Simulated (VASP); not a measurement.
S:

```
S
1.0
     4.25706    0.00000    0.00000
    -2.12853    3.68672    0.00000
     0.00000    0.00000    4.44111
S
3
Direct
  0.19838 0.00000 0.16667
  0.00000 0.19838 0.83333
  0.80162 0.80162 0.50000
```

* Program: VASP 6.6.1
* Task: relaxation of cell and atoms
* Functional: PBEsol
* Potentials or basis: VASP PAW PBE potentials, release 64 (S)
* Cutoff: 600 eV
* k mesh: 9 × 9 × 6
* Occupations: gaussian, width 0.02 eV
* Spin: no spin polarisation

At the start: pressure -0.2 GPa; volume 23.23 Å³/atom.

How do energy, volume and symmetry change on relaxing?

Over 11 steps the energy falls by 3.4 meV/atom and the volume is 24.99 Å³/atom (+7.5 %); space group P3_221 (No. 154, to 0.05 Å).

The path:
| step | energy change (eV) | largest force (eV/Å) | pressure (GPa) | volume (Å³) |
| --- | --- | --- | --- | --- |
| 1 | 0.0000 | 0.0812 | -0.20 | 69.70 |
| 2 | -0.0015 | 0.0735 | 0.63 | 69.40 |
| 3 | -0.0017 | 0.0386 | 0.45 | 69.47 |
| 4 | -0.0036 | 0.0158 | 0.35 | 69.91 |
| 5 | -0.0046 | 0.1006 | 0.20 | 70.59 |
| 6 | -0.0064 | 0.0808 | 0.17 | 71.34 |
| 7 | -0.0096 | 0.0127 | 0.16 | 73.62 |
| 8 | -0.0099 | 0.0233 | 0.18 | 74.70 |
| 9 | -0.0088 | 0.1279 | -0.54 | 75.54 |
| 10 | -0.0101 | 0.0155 | -0.01 | 74.91 |
| 11 | -0.0101 | 0.0067 | 0.00 | 74.96 |

Final structure:
```
S
1.0
     4.44137    0.00000    0.00000
    -2.22068    3.84634    0.00000
     0.00000    0.00000    4.38820
S
3
Cartesian
  -1.3764 3.8463 0.7314
  4.0192 0.7312 3.6568
  1.7985 3.1151 2.1941
```

Caveat: the PAW data sets were made with another functional, which shifts forces and pressure a little.
